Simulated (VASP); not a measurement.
# O (R-3m) in VASP: notebook, part 2 of 2

VASP 6.6.1. The steps go on from the part before.

## 4. Single point, PBE+D3(BJ), collinear spin, ferromagnetic start (volume scaled by 1.10, then relaxed in part)

INCAR reads:

```
SYSTEM = O
PREC = Accurate
ENCUT = 520
EDIFF = 1E-7
ISMEAR = 0
SIGMA = 0.02
LREAL = .False.
LASPH = .True.
NELM = 150
ALGO = Normal
ISIF = 2
LWAVE = .False.
LCHARG = .False.
ISPIN = 2
MAGMOM = 0.61 0.61
LORBIT = 11
GGA = PE
IVDW = 12
NBANDS = 17
```

KPOINTS reads:

```
Automatic mesh
0
Gamma
  9 9 9
  0 0 0
```

POSCAR reads:

```
O
1.0
    1.8066234107      1.0430545126      4.0695805927
   -1.8066234107      1.0430545126      4.0695805927
    0.0000000000     -2.0861090249      4.0695805927
O
2
Direct
    0.9500890109      0.9500890109      0.9500890109
    0.0499109891      0.0499109891      0.0499109891
```

Launch:

```bash
> cat potpaw_PBE.64/O/POTCAR > POTCAR
> mpirun -np 1 vasp_std > vasp.out
```

It took 2.2 min on 1 thread of AMD EPYC 9R14 (Zen 4), shared host; peak memory 0.26 GiB.

It converged, with:

```
Free energy                                           : -9.9559 eV
Pressure                                              : 1.2 GPa
Largest force                                         : 1.142 eV/Å
Band gap on the k mesh                                : 1.69 eV, indirect (least direct gap 1.73 eV)
Net moment                                            : 2.00 μB per cell
Site moments                                          : O +0.81 μB
Valence electrons inside the program's atomic spheres : O 4.91
Dispersion energy per atom                            : -0.032 eV
```

Forces on the atoms (eV/Å):
```
O    0.000  0.000 -1.142
O    0.000  0.000  1.142
```

Stress tensor (GPa, compression positive):
```
-0.34  0.00  0.00
 0.00 -0.34  0.00
 0.00  0.00  4.36
```

Levels at points of the mesh, in eV from the valence-band top:
Spin up:
```
           k point  band 5  band 6  band 7  band 8  band 9  band 10
(0.00, 0.00, 0.00)   -6.55   -0.07   -0.07    6.19   10.67    12.39
```
Spin down:
| k point | band 2 | band 3 | band 4 | band 5 | band 6 | band 7 | band 8 | band 9 |
| --- | --- | --- | --- | --- | --- | --- | --- | --- |
| (0.00, 0.00, 0.00) | -12.04 | -6.24 | -4.63 | -4.63 | 2.30 | 2.30 | 6.54 | 11.73 |

Caveat: the cell differs from its parent crystal (volume scaled by 1.10, then relaxed in part); the standard files for N, O and F lose accuracy on very short bonds; forces of over 1 eV/Å act on the atoms, so gaps and moduli don't describe the material at rest. A k mesh can miss the band edges.

## 5. Relaxation of shape and atoms at fixed volume, PBE+D3(BJ), collinear spin, ferromagnetic start (volume scaled by 1.10)

INCAR reads:

```
SYSTEM = O
ALGO = Normal ; EDIFF = 1E-6
EDIFFG = -0.01 ; ENCUT = 600
GGA = PE ; IBRION = 2
ISIF = 4 ; ISMEAR = 0
ISPIN = 2 ; IVDW = 12
LASPH = .True. ; LCHARG = .False.
LORBIT = 11 ; LREAL = .False.
LWAVE = .False. ; MAGMOM = 0.61 0.61
NELM = 150 ; NSW = 50
PREC = Accurate ; SIGMA = 0.02
```

KPOINTS reads:

```
k-points
0
Gamma
  9 9 9
  0 0 0
```

POSCAR reads:

```
O
1.0
    1.8105610458      1.0453279072      4.0518986721
   -1.8105610458      1.0453279072      4.0518986721
    0.0000000000     -2.0906558143      4.0518986722
O
2
Direct
    0.9492550797      0.9492550797      0.9492550797
    0.0507449203      0.0507449203      0.0507449203
```

Launch:

```bash
> cat potpaw_PBE.64/O/POTCAR > POTCAR
> mpirun -np 1 vasp_std > vasp.out
```

Wall time 11 min (1 thread of AMD EPYC 9R14 (Zen 4), shared host); peak memory 0.25 GiB.

Results (log left out):

```yaml
Free_energy: -9.9725 eV
Energy_gained_by_relaxing: 1.1 meV/atom
Ionic_steps: 20
Pressure_after_relaxing: -0.4 GPa
Largest_force_after_relaxing: 0.006 eV/Å
Band_gap_on_the_k_mesh: 1.72 eV, indirect (least direct gap 1.73 eV)
Net_moment: 2.00 μB per cell
Site_moments: O +0.81 μB
Valence_electrons_inside_the_program's_atomic_spheres: O 4.89
Dispersion_energy_per_atom: -0.031 eV
```

Forces in eV/Å, atoms in the order of the input:
```
O    0.000  0.000  0.006
O    0.000  0.000 -0.006
```

Step by step:
```csv
step,energy change (eV),largest force (eV/Å),pressure (GPa),volume (Å³)
1,0.0000,0.0212,-0.47,46.01
2,0.0004,0.2587,-0.06,46.01
3,0.0000,0.0238,-0.40,46.01
4,-0.0001,0.0189,-0.42,46.01
5,-0.0002,0.0006,-0.43,46.01
6,-0.0005,0.0316,-0.47,46.01
7,-0.0010,0.0890,-0.54,46.01
8,-0.0016,0.1727,-0.67,46.01
9,-0.0016,0.1710,-0.67,46.01
10,-0.0017,0.1630,-0.66,46.01
11,-0.0017,0.1481,-0.65,46.01
12,-0.0018,0.1211,-0.59,46.01
13,-0.0019,0.0632,-0.50,46.01
14,-0.0021,0.0563,-0.33,46.01
15,-0.0021,0.0500,-0.33,46.01
16,-0.0021,0.0502,-0.36,46.01
17,-0.0021,0.0442,-0.34,46.01
18,-0.0021,0.0370,-0.33,46.01
19,-0.0021,0.0349,-0.34,46.01
20,-0.0021,0.0056,-0.38,46.01
```

Final structure:
```xyz
2
Lattice="1.8713 1.0804 3.7933 -1.8713 1.0804 3.7933 0.0000 -2.1608 3.7933" Properties=species:S:1:pos:R:3 pbc="T T T"
O     0.0000    0.0000   10.7631
O     0.0000    0.0000    0.6167
```

Levels at points of the mesh, in eV from the valence-band top:
Spin up:
```csv
k point,band 3,band 4,band 5,band 6,band 7,band 8,band 9,band 10,band 11
"(0.00, 0.00, 0.00)",-6.99,-6.33,-6.33,-0.14,-0.14,6.25,10.24,13.94,15.28
```
Spin down:
```
           k point  band 2  band 3  band 4  band 5  band 6  band 7  band 8  band 9
(0.00, 0.00, 0.00)  -11.98   -6.15   -4.41   -4.41    2.21    2.21    6.60   11.25
```

Caveat: the cell differs from its parent crystal (volume scaled by 1.10); the standard files for N, O and F lose accuracy on very short bonds.

## 6. Single point, PBE+D3(BJ), collinear spin, ferromagnetic start (volume scaled by 1.06, then relaxed in part)

INCAR reads:

```
SYSTEM = O
  ALGO = Normal
  EDIFF = 1E-6
  ENCUT = 520
  GGA = PE
  ISIF = 2
  ISMEAR = 0
  ISPIN = 2
  IVDW = 12
  LASPH = .TRUE.
  LCHARG = .TRUE.
  LELF = .TRUE.
  LORBIT = 11
  LREAL = .FALSE.
  LVHAR = .TRUE.
  LWAVE = .FALSE.
  MAGMOM = 0.61 0.61
  NBANDS = 17
  NELM = 150
  PREC = Accurate
  SIGMA = 0.02
```

KPOINTS reads:

```
k-points
0
G
  9 9 9
  0 0 0
```

POSCAR reads:

```
O
1.0
    1.7883433289      1.0325005024      4.0021771023
   -1.7883433289      1.0325005024      4.0021771023
    0.0000000000     -2.0650010047      4.0021771024
O
2
Direct
    0.9492550797      0.9492550797      0.9492550797
    0.0507449203      0.0507449203      0.0507449203
```

Potentials or basis: VASP PAW PBE potentials, release 64 (O).

Launch:

```bash
> cat potpaw_PBE.64/O/POTCAR > POTCAR
> mpirun -np 1 vasp_std > vasp.out
```

OUTCAR:

```text
SYSTEM = O
   EDIFF = 1E-6
   ENCUT = 520
   GGA = PE
   ISIF = 2
   ISMEAR = 0
   ISPIN = 2
   IVDW = 12
   LASPH = .TRUE.
   LORBIT = 11
   LREAL = .FALSE.
   NELM = 150
   PREC = Accurate
 IVDW          = 12

 ion  position               nearest neighbor table
   1  0.949  0.949  0.949-   2 1.22
   2  0.051  0.051  0.051-   1 1.22

  LATTYP: Found a trigonal (rhomboedric) cell.
 ALAT       =     4.5035153722
 COS(alpha) =     0.6846241060

  Lattice vectors:

 A1 = (   1.7883433289,   1.0325005024,   4.0021771023)
 A2 = (  -1.7883433289,   1.0325005024,   4.0021771023)
 A3 = (   0.0000000000,  -2.0650010047,   4.0021771024)

Analysis of symmetry for initial positions (statically):
=====================================================================
 Subroutine PRICEL returns:
 Original cell was already a primitive cell.

 Routine SETGRP: Setting up the symmetry group for a
 trigonal (rhombohedral) supercell.

 Subroutine GETGRP returns: Found 12 space group operations
 (whereof 12 operations were pure point group operations)
[... 1139 lines left out ...]
      6      -1.7775      0.00000
[... 9 lines left out ...]
     16      19.4995      0.00000
     17      20.6067      0.00000

 [... further k-points ...]

------------------------ aborting loop because EDIFF is reached ----------------------------------------

 Edisp (eV)   -0.06662

 E8    (eV) :    -0.0152

  FORCE on cell =-STRESS in cart. coord.  units (eV):
  Direction    XX          YY          ZZ          XY          YZ          ZX
  --------------------------------------------------------------------------------------
  -------------------------------------------------------------------------------------
  Total      -0.08239    -0.08239     1.27465     0.00000     0.00000     0.00000
  in kB      -2.97707    -2.97707    46.05897     0.00000     0.00000     0.00000
  external pressure =       13.37 kB  Pullay stress =        0.00 kB

 VOLUME and BASIS-vectors are now :
 -----------------------------------------------------------------------------
  energy-cutoff  :      520.00
  volume of cell :       44.34
      direct lattice vectors                 reciprocal lattice vectors
     1.788343329  1.032500502  4.002177102     0.279588372  0.161420422  0.083288002
    -1.788343329  1.032500502  4.002177102    -0.279588372  0.161420422  0.083288002
     0.000000000 -2.065001005  4.002177102     0.000000000 -0.322840844  0.083288002

 POSITION                                       TOTAL-FORCE (eV/Angst)
 -----------------------------------------------------------------------------------
      0.00000      0.00000     11.39726         0.000000     -0.000000     -1.153541
      0.00000      0.00000      0.60927         0.000000      0.000000      1.153541
 -----------------------------------------------------------------------------------
    total drift:                                0.000000      0.000000     -0.000000

  FREE ENERGIE OF THE ION-ELECTRON SYSTEM (eV)
  ---------------------------------------------------
  free  energy   TOTEN  =        -9.9571303220 eV

  energy  without entropy=       -9.9571303220  energy(sigma->0) =       -9.95713032

 total charge

# of ion       s       p       d       tot
------------------------------------------
    1        1.612   3.298   0.000   4.910
    2        1.612   3.298   0.000   4.910
--------------------------------------------------
tot          3.224   6.595   0.000   9.819

 magnetization (x)

# of ion       s       p       d       tot
------------------------------------------
    1        0.010   0.799   0.000   0.809
    2        0.010   0.799   0.000   0.809
--------------------------------------------------
tot          0.021   1.598   0.000   1.618
```

stdout:

```text
POSCAR found type information on POSCAR O
 POSCAR found :  1 types and       2 ions
 scaLAPACK will be used
 LDA part: xc-table for (Slater+PW92), standard interpolation
 POSCAR, INCAR and KPOINTS ok, starting setup
 FFT: planning ... GRIDC
 FFT: planning ... GRID_SOFT
 FFT: planning ... GRID
 WAVECAR not read
 entering main loop
```

Wall time 2.4 min (1 thread of AMD EPYC 9R14 (Zen 4), shared host); peak memory 0.25 GiB.

Results:

```
Free energy                                           : -9.9571 eV
Pressure                                              : 1.3 GPa
Largest force                                         : 1.154 eV/Å
Band gap on the k mesh                                : 1.64 eV, indirect (least direct gap 1.69 eV)
Net moment                                            : 2.00 μB per cell
Site moments                                          : O +0.81 μB
Valence electrons inside the program's atomic spheres : O 4.91
Dispersion energy per atom                            : -0.033 eV
```

Forces on the atoms (eV/Å):
```
O    0.000  0.000 -1.154
O    0.000  0.000  1.154
```

Caveat: the cell differs from its parent crystal (volume scaled by 1.06, then relaxed in part); the standard files for N, O and F lose accuracy on very short bonds; forces of over 1 eV/Å act on the atoms, so gaps and moduli don't describe the material at rest. A k mesh can miss the band edges.

## 7. The runs side by side

| task | cell | k mesh | cutoff (eV) | smearing | gap on the mesh (eV) | pressure (GPa) | moment (μB) | relaxed volume (Å³/atom) | largest force (eV/Å) |
| --- | --- | --- | --- | --- | --- | --- | --- | --- | --- |
| single point | a = 4.203 Å, angles 47.0°, 2 atoms | 6 × 6 × 6 | 520 | gaussian 0.1 eV | 1.30 | 1.7 | 2.00 | - | 0.77 |
| relaxation of shape and atoms at fixed volume | relaxed from a = 4.488 Å, angles 47.1°, 2 atoms | 9 × 9 × 9 | 600 | gaussian 0.02 eV | 1.67 | -0.4 | 2.00 | 22.17 | 0.01 |
| single point | a = 4.573 Å, angles 46.5°, 2 atoms | 9 × 9 × 9 | 520 | gaussian 0.02 eV | 1.69 | 1.2 | 2.00 | - | 1.14 |
| relaxation of shape and atoms at fixed volume | relaxed from a = 4.559 Å, angles 46.8°, 2 atoms | 9 × 9 × 9 | 600 | gaussian 0.02 eV | 1.72 | -0.4 | 2.00 | 23.01 | 0.01 |
| single point | a = 4.504 Å, angles 46.8°, 2 atoms | 9 × 9 × 9 | 520 | gaussian 0.02 eV | 1.64 | 1.3 | 2.00 | - | 1.15 |

Alike in all rows: level PBE+D3(BJ); potentials or basis VASP PAW PBE potentials, release 64 (O); spin collinear, ferromagnetic start.

Caveats: the standard files for N, O and F lose accuracy on very short bonds; forces of over 1 eV/Å act on the atoms, so gaps and moduli don't describe the material at rest (some runs).

Absolute energies hang on the potentials; compare differences alone.
